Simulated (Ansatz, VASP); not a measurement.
## S: VASP beside Ansatz

INCAR

```
SYSTEM = S
ALGO = Normal
EDIFF = 1E-6
ENCUT = 520
ISIF = 2
ISMEAR = 0
LASPH = .True.
LCHARG = .False.
LREAL = .False.
LWAVE = .False.
NBANDS = 9
NELM = 100
PREC = Accurate
SIGMA = 0.15
```

Contents of KPOINTS:

```
k-points
0
Gamma
  20 20 20
  0 0 0
```

The input POSCAR:

```
S
1.0
    0.0000000000      1.9943503440      1.9644350888
    1.9943503440      0.0000000000      1.9644350888
    1.9943503440      1.9943503440      0.0000000000
S
1
Direct
    0.0000000000      0.0000000000      0.0000000000
```

Input for Ansatz:

```yaml
crystal:
  lattice:
    - [0.0, 1.994350344, 1.9644350888]
    - [1.994350344, 0.0, 1.9644350888]
    - [1.994350344, 1.994350344, 0.0]
  atoms:
    - { symbol: S, position: [0.0, 0.0, 0.0] }
basis:
  ecutwfc: 420
kpoints:
  mp_grid: { grid: [20, 20, 20] }
hamiltonian:
  xc: lda
scf:
  occupations: { method: gaussian, width: 0.15 }
output:
  forces: true
  stress: true
  eigenvalues: true
```

Change from the starting cell: strain +0.000 along x and y, -0.015 along z, atoms carried along.

Alike in both runs: task single point; functional LDA; k mesh 20 × 20 × 20; occupations gaussian, width 0.15 eV; no spin polarisation.

|  | VASP | Ansatz |
| --- | --- | --- |
| version | VASP 6.6.1 | Ansatz 0.2.0 |
| potentials or method | VASP PAW LDA potentials, release 64 (S), cutoff 520 eV | scalar-relativistic, plane waves, PAW |
| valence electrons in the cell | 6 | 6 |

```csv
,VASP,Ansatz,Ansatz less VASP
gap on the k mesh at the Fermi level (eV),none,none,-
pressure (GPa),-5.4,-5.4,+0.04
"traceless stress, the component that is largest in VASP (GPa)",-0.84,-0.85,-0.006
```

LDA's correlation is that of Perdew and Zunger in VASP and of Perdew and Wang (1992) in Ansatz. A gap of «none» marks a metal or a gap that the smearing closes.
